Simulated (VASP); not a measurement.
A run of VASP 6.6.1 is set up as follows.

POSCAR

```
BAs
1.0
    0.0000000000      2.4840400000      2.5795800000
    2.4840400000      0.0000000000      2.5795800000
    2.4840400000      2.4840400000      0.0000000000
B As
1 1
Direct
    0.0000000000      0.0000000000      0.0000000000
    0.7500000000      0.7500000000      0.7500000000
```

File INCAR.step1:

```
ALGO = Normal
EDIFF = 1E-4
ENCUT = 520
GGA = PE
ISMEAR = 0
LASPH = T
LCHARG = F
LREAL = F
LWAVE = T
NBANDS = 11
NELM = 80
PREC = Accurate
SIGMA = 0.05
```

Contents of INCAR.step2:

```
ALGO = Normal
EDIFF = 1E-6
ENCUT = 520
ISIF = 2
ISMEAR = 0
ISTART = 1
LASPH = T
LCHARG = F
LMIXTAU = T
LREAL = F
LWAVE = F
METAGGA = R2SCAN
NBANDS = 11
NELM = 80
PREC = Accurate
SIGMA = 0.05
```

Contents of KPOINTS:

```
k-points
0
Gamma
  10 10 10
```

Potentials or basis: VASP PAW PBE potentials, release 64 (B, As).

Launch:

```bash
$ cat potpaw_PBE.64/B/POTCAR potpaw_PBE.64/As/POTCAR > POTCAR
$ cp INCAR.step1 INCAR
$ mpirun -np 1 vasp_std > vasp.out
$ cp INCAR.step2 INCAR
$ mpirun -np 1 vasp_std > vasp.out
```

Problem. What does it give for the pressure?

Solution. -15.5 GPa.

Problem. Predict the band gap on the k mesh.

Solution. 1.25 eV, indirect (least direct gap 3.03 eV).

Stress tensor (GPa, compression positive):
```
-13.04   0.00   0.00
  0.00 -13.04   0.00
  0.00   0.00 -20.51
```

Caveat: the cell differs from its parent crystal (strain +0.040 along x and y, +0.080 along z); the PAW data sets were made with another functional, which shifts forces and pressure a little. A k mesh can miss the band edges.
